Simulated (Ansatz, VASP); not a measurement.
**CdTe: VASP beside Ansatz**

```
Cd Te
1.0
     0.00000    2.76086    2.76086
     2.76086    0.00000    2.76086
     2.76086    2.76086    0.00000
Cd Te
1 1
Cartesian
  0.0000 0.0000 0.0000
  1.3804 1.3804 1.3804
```

Change from the starting cell: volume scaled by 0.64, LAPW.

Alike in both runs: task single point; functional LDA; k mesh 12 × 12 × 12; occupations fermi-dirac, width 0.05 eV; no spin polarisation.

|  | VASP | Ansatz |
| --- | --- | --- |
| version | VASP 6.6.1 | Ansatz 0.2.0 |
| potentials or method | VASP PAW LDA potentials, release 64 (Cd, Te), cutoff 520 eV | all-electron LAPW, scalar-relativistic |

```tsv
	VASP	Ansatz	Ansatz less VASP
pressure (GPa)	61.6	60.3	-1.30
```

LDA's correlation is that of Perdew and Zunger in VASP and of Perdew and Wang (1992) in Ansatz. Both programs put the cell under a high pressure, so it lies far from rest at this level. Ansatz ran all-electron here, and VASP with PAW potentials.

Neither program's run includes spin-orbit coupling. Noted on VASP's run: the cell as given lies far from equilibrium.
